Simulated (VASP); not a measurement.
Runs of VASP 6.6.1 on HfB4. The structure is that of space group R-3m (No. 166), or close to it. The cells are those of the table. 

```tsv
task	cell	k mesh	cutoff (eV)	gap on the mesh (eV)	pressure (GPa)	largest force (eV/Å)
single point	a = 4.979 Å, angles 40.5°, 5 atoms	6 × 6 × 6	520	none	50.8	7.08
relaxation of cell and atoms	relaxed from a = 4.979 Å, angles 40.5°, 5 atoms	6 × 6 × 6	600	none	0.1	0.04
single point	a = 5.136 Å, angles 43.3°, 5 atoms	12 × 12 × 12	520	none	0.1	0.02
single point	a = 5.128 Å, angles 43.4°, 5 atoms	6 × 6 × 6	520	none	0.1	(a)
```

Alike in all rows: level PBE; potentials or basis VASP PAW PBE potentials, release 64 (Hf_pv, B); no spin polarisation; smearing gaussian 0.1 eV.

Question: Estimate the missing entries.

Answer: (a) 0.01.

Caveats: spin-orbit coupling is left out, which moves the levels of the heavy elements; forces of over 1 eV/Å act on the atoms, so gaps and moduli don't describe the material at rest (some runs).

A k mesh can miss the band edges, and the runs leave out spin-orbit coupling on Hf.

A gap of «none» marks levels without a gap at the run's occupations.
